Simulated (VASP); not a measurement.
# CoO (Fm-3m) in VASP: further runs

Runs on CoO. Level: PBE+U. Tasks: single point.

Everything below comes from runs of VASP 6.6.1. Logs are shortened: lines on timing, memory, paths and dates and some standing lists are left out, and cuts for length are marked.

### 1 The cell of the first run

It takes space group Fm-3m (No. 225, cubic). The conventional cell has a = 4.263 Å, b = 4.263 Å, c = 4.263 Å, α = 90.00°, β = 90.00°, γ = 90.00°. Co (site symmetry m-3m) has 6 O at 2.13 Å within 2.8 Å. O (site symmetry m-3m) has 6 Co at 2.13 Å within 2.8 Å.

### 2 Single point, PBE+U, collinear spin, ferrimagnetic start

Contents of INCAR:

```
SYSTEM = CoO
PREC = Accurate
ENCUT = 520
EDIFF = 1E-6
ISMEAR = 0
SIGMA = 0.05
LREAL = .False.
LASPH = .True.
NELM = 150
ALGO = Normal
ISIF = 2
LWAVE = .False.
LCHARG = .False.
ISPIN = 2
MAGMOM = 1.02 -0.03
LORBIT = 11
LMAXMIX = 4
LDAU = .True.
LDAUTYPE = 2
LDAUL = 2 -1
LDAUU = 8 0
LDAUJ = 0 0
LDAUPRINT = 1
GGA = PE
NBANDS = 18
```

Contents of KPOINTS:

```
Automatic mesh
0
Gamma
  8 8 8
  0 0 0
```

Contents of POSCAR:

```
CoO
1.0
    0.0000000000      2.1315016600      2.1315016600
    2.1315016600      0.0000000000      2.1315016600
    2.1315016600      2.1315016600      0.0000000000
Co O
1 1
Direct
    0.0000000000      0.0000000000      0.0000000000
    0.5000000000      0.5000000000      0.5000000000
```

Potentials or basis: VASP PAW PBE potentials, release 64 (Co, O).

Command:

```sh
cat potpaw_PBE.64/Co/POTCAR potpaw_PBE.64/O/POTCAR > POTCAR
mpirun -np 1 vasp_std > vasp.out
```

OUTCAR:

```text
SYSTEM = CoO
   PREC = Accurate
   ENCUT = 520
   EDIFF = 1E-6
   ISMEAR = 0
   LREAL = .False.
   LASPH = .True.
   NELM = 150
   ISIF = 2
   ISPIN = 2
   LORBIT = 11
   GGA = PE

 ion  position               nearest neighbor table
   1  0.000  0.000  0.000-   2 2.13   2 2.13   2 2.13   2 2.13   2 2.13   2 2.13
   2  0.500  0.500  0.500-   1 2.13   1 2.13   1 2.13   1 2.13   1 2.13   1 2.13

  LATTYP: Found a face centered cubic cell.
 ALAT       =     4.2630033200

  Lattice vectors:

 A1 = (   0.0000000000,   2.1315016600,   2.1315016600)
 A2 = (   2.1315016600,   0.0000000000,   2.1315016600)
 A3 = (   2.1315016600,   2.1315016600,   0.0000000000)

Analysis of symmetry for initial positions (statically):
=====================================================================
 Subroutine PRICEL returns:
 Original cell was already a primitive cell.

 Routine SETGRP: Setting up the symmetry group for a
 face centered cubic supercell.

 Subroutine GETGRP returns: Found 48 space group operations
 (whereof 48 operations were pure point group operations)
 out of a pool of 48 trial point group operations.

The static configuration has the point symmetry O_h .

Analysis of symmetry for dynamics (positions and initial velocities):
=====================================================================
 Subroutine PRICEL returns:
 Original cell was already a primitive cell.

 Routine SETGRP: Setting up the symmetry group for a
 face centered cubic supercell.

 Subroutine GETGRP returns: Found 48 space group operations
 (whereof 48 operations were pure point group operations)
 out of a pool of 48 trial point group operations.

The dynamic configuration has the point symmetry O_h .

Analysis of structural, dynamic, and magnetic symmetry:
=====================================================================
 Subroutine PRICEL returns:
 Original cell was already a primitive cell.

[... 173 lines left out ...]
  o =  0.0834  v =  0.0000  0.0000  0.0000  0.0000  0.0000  0.0000  0.0000 -0.0017  0.0000  1.0000      0.0000  0.0000  0.0000  0.0000  0.0000  0.0000  0.0000  0.0000  0.0000  0.0000
  o =  0.6865  v =  0.0000  0.0000  0.0000  0.0000  0.0000  1.0000  0.0000  0.0000  0.0000  0.0000      0.0000  0.0000  0.0000  0.0000  0.0000  0.0000  0.0000  0.0000  0.0000  0.0000
  o =  0.6865  v =  0.0000  0.0000  0.0000  0.0000  0.0000  0.0000 -0.9555 -0.0000 -0.2948  0.0000      0.0000  0.0000  0.0000  0.0000  0.0000  0.0000  0.0000  0.0000  0.0000  0.0000
  o =  0.6865  v =  0.0000  0.0000  0.0000  0.0000  0.0000  0.0000 -0.2948 -0.0000  0.9555 -0.0000      0.0000  0.0000  0.0000  0.0000  0.0000  0.0000  0.0000  0.0000  0.0000  0.0000
  o =  0.9832  v =  0.0000 -0.7686  0.0000 -0.6397 -0.0000  0.0000  0.0000  0.0000  0.0000  0.0000      0.0000  0.0000  0.0000  0.0000  0.0000  0.0000  0.0000  0.0000  0.0000  0.0000
  o =  0.9832  v =  0.0000  0.6397 -0.0000 -0.7686  0.0000  0.0000  0.0000  0.0000  0.0000  0.0000      0.0000  0.0000  0.0000  0.0000  0.0000  0.0000  0.0000  0.0000  0.0000  0.0000
  o =  0.9832  v =  1.0000  0.0000  0.0000  0.0000  0.0000  0.0000  0.0000  0.0000  0.0000  0.0000      0.0000  0.0000  0.0000  0.0000  0.0000  0.0000  0.0000  0.0000  0.0000  0.0000
  o =  1.0357  v =  0.0000 -0.0000 -0.9997  0.0000 -0.0258  0.0000  0.0000  0.0000  0.0000  0.0000      0.0000  0.0000  0.0000  0.0000  0.0000  0.0000  0.0000  0.0000  0.0000  0.0000
  o =  1.0357  v =  0.0000 -0.0000 -0.0258  0.0000  0.9997  0.0000  0.0000  0.0000  0.0000  0.0000      0.0000  0.0000  0.0000  0.0000  0.0000  0.0000  0.0000  0.0000  0.0000  0.0000

 number of electron      15.0000008 magnetization       2.9999504

 Free energy of the ion-electron system (eV)
  ---------------------------------------------------
  ext. energy  EPLUGINS =         0.00000000
  ---------------------------------------------------
  free energy    TOTEN  =        -9.22814217 eV

  energy without entropy =       -9.21962239  energy(sigma->0) =       -9.22388228

 E-fermi :   6.5450     XC(G=0): -12.3465

 val. band max:        6.5397784239   @ k =   0.5000   0.3750   0.0000
 cond. band min:       6.5451087020   @ k =   0.5000   0.3750   0.1250
 fundamental gap:      0.0053302781
 Fermi energy:         6.5450244590

 spin component 1

 k-point     1 :       0.0000    0.0000    0.0000
  band No.  band energies     occupation
      1     -12.1246      1.00000
      2       0.2217      1.00000
      3       0.2217      1.00000
      4       1.0698      1.00000
      5       1.0698      1.00000
      6       1.0698      1.00000
[... 1001 lines left out ...]
     17      36.2533      0.00000
     18      38.1752      0.00000

 [... further k-points ...]

------------------------ aborting loop because EDIFF is reached ----------------------------------------

  FORCE on cell =-STRESS in cart. coord.  units (eV):
  Direction    XX          YY          ZZ          XY          YZ          ZX
  --------------------------------------------------------------------------------------
  -------------------------------------------------------------------------------------
  Total       -0.3750805     -0.3750805     -0.3750805     -0.0000000      0.0000000      0.0000000
  in kB      -31.0275885    -31.0275885    -31.0275885     -0.0000000      0.0000000      0.0000000
  external PRESSURE =     -31.0275885 kB  Pullay stress =       0.0000000 kB

 VOLUME and BASIS-vectors are now :
 -----------------------------------------------------------------------------
  energy-cutoff  :      520.00
  volume of cell :       19.37
      direct lattice vectors                 reciprocal lattice vectors
     0.000000000  2.131501660  2.131501660    -0.234576407  0.234576407  0.234576407
     2.131501660  0.000000000  2.131501660     0.234576407 -0.234576407  0.234576407
     2.131501660  2.131501660  0.000000000     0.234576407  0.234576407 -0.234576407

 POSITION                                       TOTAL-FORCE (eV/Angst)
 -----------------------------------------------------------------------------------
      0.00000      0.00000      0.00000        -0.000000     -0.000000     -0.000000
      2.13150      2.13150      2.13150         0.000000      0.000000      0.000000
 -----------------------------------------------------------------------------------
    total drift:                                0.000000     -0.000000     -0.000000

  FREE ENERGIE OF THE ION-ELECTRON SYSTEM (eV)
  ---------------------------------------------------
  free  energy   TOTEN  =        -9.2281421730 eV

  energy  without entropy=       -9.2196223911  energy(sigma->0) =       -9.22388228

 total charge

# of ion       s       p       d       tot
------------------------------------------
    1        0.293   0.358   7.219   7.870
    2        1.552   3.449   0.000   5.001
--------------------------------------------------
tot          1.845   3.806   7.219  12.871

 magnetization (x)

# of ion       s       p       d       tot
------------------------------------------
    1        0.021   0.018   2.789   2.828
    2        0.015   0.196   0.000   0.210
--------------------------------------------------
tot          0.035   0.214   2.789   3.038
```

stdout:

```text
POSCAR found type information on POSCAR CoO
 POSCAR found :  2 types and       2 ions
 scaLAPACK will be used
 LDA part: xc-table for (Slater+PW92), standard interpolation
 POSCAR, INCAR and KPOINTS ok, starting setup
 FFT: planning ... GRIDC
 FFT: planning ... GRID_SOFT
 FFT: planning ... GRID
 WAVECAR not read
 entering main loop
```

Run time: 22 s. Hardware: 1 thread of Intel Xeon Platinum 8259CL at 2.50GHz (Skylake/Cascade Lake), shared host; peak memory 0.15 GiB.

What came out:

```
Free energy                                           : -9.2281 eV
Pressure                                              : -3.1 GPa
Band gap on the k mesh                                : zero (filled and empty bands overlap)
Net moment                                            : 3.00 μB per cell
Site moments                                          : Co +2.83; O +0.21 μB
Valence electrons inside the program's atomic spheres : Co 7.87; O 5.00
```

Eigenvalues of the final occupation matrices:
```
    site  spin  trace               eigenvalues
site 1 d     1   5.02  0.98 0.98 0.98 1.04 1.04
site 1 d     2   2.23  0.08 0.08 0.69 0.69 0.69
```

Caveat: a cell with one magnetic atom can't hold antiferromagnetic order, which such compounds often take. The state reached can hang on the start; a lower one may exist.

### 3 Single point, PBE+U, collinear spin, ferromagnetic start

Contents of INCAR:

```
SYSTEM = CoO
  PREC = Accurate
  ENCUT = 520
  EDIFF = 1E-7
  ISMEAR = 0
  SIGMA = 0.05
  LREAL = .False.
  LASPH = .True.
  NELM = 150
  ALGO = Normal
  ISIF = 2
  LWAVE = .False.
  LCHARG = .False.
  ISPIN = 2
  MAGMOM = 2.94 0.1
  LORBIT = 11
  LMAXMIX = 4
  LDAU = .True.
  LDAUTYPE = 2
  LDAUL = 2 -1
  LDAUU = 8 0
  LDAUJ = 0 0
  LDAUPRINT = 1
  GGA = PE
  NBANDS = 18
```

KPOINTS is that of step 2.

POSCAR is that of step 2.

Potentials or basis: VASP PAW PBE potentials, release 64 (Co, O).

Command:

```sh
cat potpaw_PBE.64/Co/POTCAR potpaw_PBE.64/O/POTCAR > POTCAR
mpirun -np 1 vasp_std > vasp.out
```

Run time: 35 s. Hardware: 1 thread of Intel Xeon Platinum 8259CL at 2.50GHz (Skylake/Cascade Lake), shared host; peak memory 0.15 GiB.

Results (log left out):

- Free energy: -9.2281 eV
- Pressure: -3.1 GPa
- Band gap on the k mesh: zero (filled and empty bands overlap)
- Net moment: 3.00 μB per cell
- Site moments: Co +2.83; O +0.21 μB
- Valence electrons inside the program's atomic spheres: Co 7.87; O 5.00

Levels at points of the mesh, in eV from the Fermi level:
Spin up:
```tsv
k point	band 6	band 7	band 8	band 9	band 10	band 11	band 12	band 13
(0.00, 0.00, 0.00)	-5.48	-1.58	-1.58	-1.58	2.41	16.90	16.90	16.90
(0.50, 0.00, 0.00)	-4.94	-3.33	-0.21	-0.21	6.48	10.61	14.75	14.75
(0.50, 0.50, 0.00)	-4.64	-4.64	-2.81	-2.81	7.12	10.93	11.31	17.13
```
Spin down:
| k point | band 4 | band 5 | band 6 | band 7 | band 8 | band 9 |
| --- | --- | --- | --- | --- | --- | --- |
| (0.00, 0.00, 0.00) | -1.20 | -1.16 | -1.16 | -1.16 | 2.90 | 4.75 |
| (0.50, 0.00, 0.00) | -2.67 | -0.03 | -0.03 | 0.23 | 6.70 | 6.77 |
| (0.50, 0.50, 0.00) | -2.41 | -2.18 | -0.07 | -0.07 | 5.29 | 5.54 |

Eigenvalues of the final occupation matrices:
```csv
site,spin,trace,eigenvalues
site 1 d,1,5.02,0.98 0.98 0.98 1.04 1.04
site 1 d,2,2.23,0.08 0.08 0.69 0.69 0.69
```

Caveat: a cell with one magnetic atom can't hold antiferromagnetic order, which such compounds often take. The state reached can hang on the start; a lower one may exist.

### 4 Single point, PBE+U, collinear spin, ferromagnetic start

INCAR: that of step 3 with these lines changed.

```diff
@@ -2,4 +2,4 @@
   PREC = Accurate
-  ENCUT = 520
-  EDIFF = 1E-7
+  ENCUT = 600
+  EDIFF = 1E-6
   ISMEAR = 0
@@ -8,3 +8,3 @@
   LASPH = .True.
-  NELM = 150
+  NELM = 200
   ALGO = Normal
@@ -24,2 +24,3 @@
   GGA = PE
-  NBANDS = 18
+  NBANDS = 22
+  GGA_COMPAT = .False.
```

KPOINTS is that of step 3.

POSCAR is that of step 3.

Potentials or basis: VASP PAW PBE potentials, release 64 (Co_sv, O).

Command:

```sh
cat potpaw_PBE.64/Co_sv/POTCAR potpaw_PBE.64/O/POTCAR > POTCAR
mpirun -np 1 vasp_std > vasp.out
```

It used 47 s of CPU time on 1 thread of AMD EPYC 7R13 Processor (Zen 3), with other jobs on the host.

It converged, with:

```
Free energy                                           : -8.4247 eV
Pressure                                              : -0.9 GPa
Band gap on the k mesh                                : zero (filled and empty bands overlap)
Net moment                                            : 3.00 μB per cell
Site moments                                          : Co +2.80; O +0.20 μB
Valence electrons inside the program's atomic spheres : Co 14.93; O 5.02
```

Levels at points of the mesh, in eV from the Fermi level:
Spin up:
| k point | band 9 | band 10 | band 11 | band 12 | band 13 | band 14 | band 15 | band 16 | band 17 | band 18 |
| --- | --- | --- | --- | --- | --- | --- | --- | --- | --- | --- |
| (0.00, 0.00, 0.00) | -5.58 | -5.58 | -2.05 | -2.05 | -2.05 | 1.84 | 17.61 | 17.83 | 17.83 | 17.83 |
| (0.50, 0.00, 0.00) | -5.06 | -5.06 | -3.66 | -0.45 | -0.45 | 5.87 | 10.18 | 14.15 | 14.15 | 20.50 |
| (0.50, 0.50, 0.00) | -5.29 | -4.79 | -4.79 | -3.30 | -3.30 | 6.56 | 10.77 | 11.42 | 16.56 | 16.56 |
Spin down:
| k point | band 6 | band 7 | band 8 | band 9 | band 10 | band 11 | band 12 | band 13 | band 14 | band 15 |
| --- | --- | --- | --- | --- | --- | --- | --- | --- | --- | --- |
| (0.00, 0.00, 0.00) | -1.67 | -1.67 | -1.67 | -1.15 | -1.15 | -1.15 | 2.27 | 4.19 | 4.19 | 17.34 |
| (0.50, 0.00, 0.00) | -6.85 | -3.24 | -3.24 | -0.06 | -0.06 | 0.20 | 6.03 | 6.41 | 6.41 | 10.89 |
| (0.50, 0.50, 0.00) | -5.57 | -2.95 | -2.95 | -2.19 | 0.00 | 0.00 | 4.80 | 5.07 | 7.56 | 11.05 |

Eigenvalues of the final occupation matrices:
```
    site  spin  trace               eigenvalues
site 1 d     1   4.76  0.94 0.94 0.94 0.97 0.97
site 1 d     2   1.98  0.06 0.06 0.62 0.62 0.62
```

Caveat: a cell with one magnetic atom can't hold antiferromagnetic order, which such compounds often take. The state reached can hang on the start; a lower one may exist.

### 5 Summary

| potentials or basis | spin | cutoff (eV) | second run | gap on the mesh (eV) | pressure (GPa) | moment (μB) |
| --- | --- | --- | --- | --- | --- | --- |
| VASP PAW PBE potentials, release 64 (Co, O) | collinear, ferrimagnetic start | 520 | - | none | -3.1 | 3.00 |
| VASP PAW PBE potentials, release 64 (Co, O) | collinear, ferromagnetic start | 520 | - | none | -3.1 | 3.00 |
| VASP PAW PBE potentials, release 64 (Co_sv, O) | collinear, ferromagnetic start | 600 | valence_matched | none | -0.9 | 3.00 |

Alike in all rows: task single point; level PBE+U; Co d U = 8.0 eV; cell as given; k mesh 8 × 8 × 8; smearing gaussian 0.05 eV.

Caveats: a cell with one magnetic atom can't hold antiferromagnetic order, which such compounds often take.

Total energies depend on the potentials used, so only differences within one code and one set of settings carry meaning.
